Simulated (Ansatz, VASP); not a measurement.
## Au in VASP and in Ansatz

Contents of INCAR:

```
  ALGO = Normal
  EDIFF = 1E-6
  EDIFFG = -0.005
  ENCUT = 600
  GGA = PS
  IBRION = 2
  ISIF = 3
  ISMEAR = -1
  LASPH = T
  LCHARG = F
  LREAL = F
  LWAVE = F
  NELM = 60
  NSW = 80
  PREC = Accurate
  SIGMA = 0.05
```

The input KPOINTS:

```
k-points
0
Gamma
  11 11 6
```

Contents of POSCAR:

```
Au
1.0
    2.9000000000      0.0000000000      0.0000000000
   -1.4500000000      2.5114736710      0.0000000000
    0.0000000000      0.0000000000      4.8800000000
Au
2
Direct
    0.6666666667      0.3333333333      0.2500000000
    0.3333333333      0.6666666667      0.7500000000
```

File input.yaml:

```yaml
crystal:
  lattice:
    - [2.9, 0.0, 0.0]
    - [-1.45, 2.511473671, 0.0]
    - [0.0, 0.0, 4.88]
  atoms:
    - { symbol: Au, position: [0.6666666667, 0.3333333333, 0.25] }
    - { symbol: Au, position: [0.3333333333, 0.6666666667, 0.75] }
kpoints:
  mp_grid: { grid: [11, 11, 6] }
scf:
  occupations: { method: fermi_dirac, width: 0.05 }
hamiltonian:
  xc: pbesol
  pseudopotentials: { kind: all_electron, lapw: { basis_error: 0.001 } }
output:
  forces: true
  stress: true
relax:
  f_tol: 0.005
  max_steps: 60
  cell: {}
```

Alike in both runs: task relaxation of cell and atoms; functional PBEsol; k mesh 11 × 11 × 6; occupations fermi-dirac, width 0.05 eV; no spin polarisation.

```csv
,VASP,Ansatz
version,VASP 6.6.1,Ansatz 0.2.0
potentials or method,"VASP PAW PBE potentials, release 64 (Au), cutoff 600 eV","all-electron LAPW, scalar-relativistic"
```

VASP gave:

| Property | Result |
| --- | --- |
| relaxed volume (Å³/atom) | 17.01 |
| relaxed length of the cell vector where the two differ most in proportion (Å) | 4.775 |

What did Ansatz give for the same quantities?

Relaxed volume (Å³/atom): 17.02; relaxed length of the cell vector where the two differ most in proportion (Å): 4.777.

VASP's potentials were made for PBE, not for PBEsol. Ansatz ran all-electron here, and VASP with PAW potentials.

Spin-orbit coupling is off throughout.
